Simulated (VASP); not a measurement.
Crystal: Au.

```
Au
1.0
     0.00000    2.03500    2.03500
     2.03500    0.00000    2.03500
     2.03500    2.03500    0.00000
Au
1
Direct
  0.00000 0.00000 0.00000
```

```yaml
Program: VASP 6.6.1
Task: relaxation of cell and atoms
Functional: PBE
Dispersion: D3(BJ)
Potentials_or_basis: VASP PAW PBE potentials, release 64 (Au)
Cutoff: 600 eV
k_mesh: 18 × 18 × 18
Occupations: gaussian, width 0.1 eV
Spin: no spin polarisation
```

At the start: pressure 4.1 GPa; volume 16.85 Å³/atom.

Question: Where does the relaxation end?

Answer: Over 20 steps the energy falls by 4.8 meV/atom and the volume is 17.25 Å³/atom (+2.3 %); space group Fm-3m (No. 225, to 0.1 Å) before and after.

The path:
```
step  energy change (eV)  largest force (eV/Å)  pressure (GPa)  volume (Å³)
   1              0.0000                0.0000            4.05        16.85
   2              0.0074                0.0000           -5.61        17.92
   3             -0.0048                0.0000           -0.03        17.25
   4             -0.0048                0.0000            0.04        17.24
   5             -0.0048                0.0000            0.04        17.24
   6             -0.0048                0.0000            0.05        17.24
   7             -0.0048                0.0000            0.04        17.24
   8             -0.0048                0.0000            0.04        17.24
   9             -0.0048                0.0000            0.04        17.24
  10             -0.0048                0.0000            0.04        17.24
  11             -0.0048                0.0000            0.04        17.24
  12             -0.0048                0.0000            0.04        17.24
  13             -0.0048                0.0000            0.04        17.24
  14             -0.0048                0.0000            0.04        17.24
  15             -0.0048                0.0000            0.05        17.25
  16             -0.0048                0.0000            0.05        17.25
  17             -0.0048                0.0000           -0.02        17.25
  18             -0.0048                0.0000           -0.03        17.25
  19             -0.0048                0.0000           -0.03        17.25
  20             -0.0048                0.0000           -0.01        17.25
```

Final structure:
```
Au
1.0
     0.00000    2.05068    2.05068
     2.05068    0.00000    2.05068
     2.05068    2.05068    0.00000
Au
1
Direct
  0.00000 0.00000 0.00000
```
